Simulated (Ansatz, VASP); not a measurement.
Two plane-wave programs on Ag

Contents of INCAR:

```
SYSTEM = Ag
PREC = Accurate ; ENCUT = 520
EDIFF = 1E-6 ; ISMEAR = 0
SIGMA = 0.1 ; LREAL = .FALSE.
LASPH = .TRUE. ; NELM = 60
ALGO = Fast ; ISIF = 2
LWAVE = .FALSE. ; LCHARG = .FALSE.
GGA = CA ; NBANDS = 18
```

Contents of KPOINTS:

```
Automatic mesh
0
G
  9 9 16
  0 0 0
```

Contents of POSCAR:

```
Ag
1.0
    3.8122317196      0.0000000000     -0.0015309159
    0.0000000000      3.8122320270      0.0000000000
   -1.9069675738      0.0000000000      2.1413330084
Ag
2
Direct
    0.0000000000      0.0000000000      0.0000000000
    0.5000000000      0.5000000000      0.0000000000
```

Input for Ansatz:

```yaml
crystal:
  lattice:
    - [3.8122317196, 0.0, -0.0015309159]
    - [0.0, 3.812232027, 0.0]
    - [-1.9069675738, 0.0, 2.1413330084]
  atoms:
    - { symbol: Ag, position: [0.0, 0.0, 0.0] }
    - { symbol: Ag, position: [0.5, 0.5, 0.0] }
basis:
  ecutwfc: 420
kpoints:
  mp_grid: { grid: [9, 9, 16] }
hamiltonian:
  xc: lda
scf:
  occupations: { method: gaussian, width: 0.1 }
output:
  forces: true
  stress: true
  eigenvalues: true
  write_density: true
  write_potential: true
  elf: true
  volumetric_format: npy
```

Change from the starting cell: band edges of the strained film's bulk.

Alike in both runs: task single point; functional LDA; k mesh 9 × 9 × 16; occupations gaussian, width 0.1 eV; no spin polarisation.

|  | VASP | Ansatz |
| --- | --- | --- |
| version | VASP 6.6.1 | Ansatz 0.2.0 |
| potentials or method | VASP PAW LDA potentials, release 64 (Ag), cutoff 520 eV | scalar-relativistic, plane waves, PAW |
| valence electrons in the cell | 22 | 38 |

VASP gave:

```
gap on the k mesh at the Fermi level (eV)                     : none
pressure (GPa)                                                : 5.2
traceless stress, the component that is largest in VASP (GPa) : -5.09
```

**Question.** Estimate Ansatz's values.

**Answer.** gap on the k mesh at the Fermi level (eV): none; pressure (GPa): 5.1; traceless stress, the component that is largest in VASP (GPa): -5.09.

LDA's correlation is that of Perdew and Zunger in VASP and of Perdew and Wang (1992) in Ansatz. A gap of «none» marks a metal or a gap that the smearing closes. VASP's potentials hold 22 valence electrons a cell and Ansatz's 38, so a difference there can come from the potentials and not from the codes.
